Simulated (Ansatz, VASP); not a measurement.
# In: VASP beside Ansatz

```xyz
1
Lattice="-1.8825 1.8825 1.8825 1.8825 -1.8825 1.8825 1.8825 1.8825 -1.8825" Properties=species:S:1:pos:R:3 pbc="T T T"
In    0.0000    0.0000    0.0000
```

Alike in both runs: functional PBEsol-based screened hybrid; k mesh 5 × 5 × 5; occupations fermi-dirac, width 0.05 eV; no spin polarisation.

|  | VASP | Ansatz |
| --- | --- | --- |
| version | VASP 6.6.1 | Ansatz 0.2.0 |
| potentials or method | VASP PAW PBE potentials, release 64 (In_d) | Ansatz PAW |
| plane-wave cutoff (eV) | 520 | 420 |
| valence electrons in the cell | 13 | 13 |
| task | single point | band structure |

|  | VASP | Ansatz | Ansatz less VASP |
| --- | --- | --- | --- |
| gap on the k mesh at the Fermi level (eV) | none | none | - |
| pressure (GPa) | -2.4 | -2.3 | +0.08 |

VASP's potentials were made for PBE, not for PBEsol-based screened hybrid. A gap of «none» marks a metal or a gap that the smearing closes.

The k mesh is coarse, so the values compare programs but aren't converged.
